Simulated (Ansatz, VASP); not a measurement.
## Ge: VASP beside Ansatz

```
Ge
1.0
     0.00000    2.87981    2.87981
     2.87981    0.00000    2.87981
     2.87981    2.87981    0.00000
Ge
2
Cartesian
  2.8798 2.8798 2.8798
  4.3197 4.3197 4.3197
```

Alike in both runs: task single point; functional PBE; k mesh 12 × 12 × 12; occupations gaussian, width 0.05 eV; non-collinear spin, spin-orbit coupling.

|  | VASP | Ansatz |
| --- | --- | --- |
| version | VASP 6.6.1 | Ansatz 0.2.0 |
| potentials or method | VASP PAW PBE potentials, release 64 (Ge_d), cutoff 520 eV | plane waves, PAW |
| valence electrons in the cell | 28 | 28 |

```csv
,VASP,Ansatz,Ansatz less VASP
pressure (GPa),0.0,0.0,+0.03
net moment per atom (μB),0.00,0.00,0.000
```
